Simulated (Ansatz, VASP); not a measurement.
# Two plane-wave programs on SiC

```
Si C
1.0
     3.09409    0.00000    0.00000
    -1.54705    2.67956    0.00000
     0.00000    0.00000   10.12960
Si C
4 4
Direct
  0.66667 0.33333 0.93785
  0.33333 0.66667 0.43785
  0.00000 0.00000 0.68789
  0.00000 0.00000 0.18789
  0.66667 0.33333 0.74980
  0.33333 0.66667 0.24980
  0.00000 0.00000 0.50045
  0.00000 0.00000 0.00045
```

Alike in both runs: task single point; functional PBE; k mesh 9 × 9 × 2; no spin polarisation.

|  | VASP | Ansatz |
| --- | --- | --- |
| version | VASP 6.6.1 | Ansatz 0.2.0 |
| potentials or method | VASP PAW PBE potentials, release 64 (Si, C) | plane waves, PAW |
| plane-wave cutoff (eV) | 520 | 420 |
| occupations | gaussian, width 0.01 eV | fixed |
| valence electrons in the cell | 32 | 32 |

|  | VASP | Ansatz | Ansatz less VASP |
| --- | --- | --- | --- |
| gap on the k mesh at the Fermi level (eV) | 2.33 | 2.33 | +0.001 |
| pressure (GPa) | 0.0 | 0.0 | +0.05 |
